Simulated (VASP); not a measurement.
A run of VASP 6.6.1:

The input INCAR:

```
SYSTEM = B
  ALGO = Normal
  EDIFF = 1E-7
  EDIFFG = -0.01
  ENCUT = 600
  GGA = PS
  IBRION = 2
  ISIF = 3
  ISMEAR = -1
  LASPH = .TRUE.
  LCHARG = .FALSE.
  LREAL = .FALSE.
  LWAVE = .FALSE.
  NELM = 100
  NSW = 80
  PREC = Accurate
  SIGMA = 0.1
```

File KPOINTS:

```
k-points
0
G
  18 18 18
  0 0 0
```

Contents of POSCAR:

```
B
1.0
    0.0000000000      1.4853449006      1.4853449006
    1.4853449006      0.0000000000      1.4853449006
    1.4853449006      1.4853449006      0.0000000000
B
1
Direct
    0.0000000000      0.0000000000      0.0000000000
```

Potentials or basis: VASP PAW PBE potentials, release 64 (B).

Run with:

```bash
$ cat potpaw_PBE.64/B/POTCAR > POTCAR
$ mpirun -np 1 vasp_std > vasp.out
```

Hardware: 1 thread of Intel(R) Xeon(R) Platinum 8488C (Sapphire Rapids), with other jobs on the host.

Question: How long does it take, and how much memory?

Answer: It took 12 s on 1 thread of Intel(R) Xeon(R) Platinum 8488C (Sapphire Rapids), with other jobs on the host, peak memory 0.12 GiB. Counts: scf iterations 22, k points 195, ion steps 3.
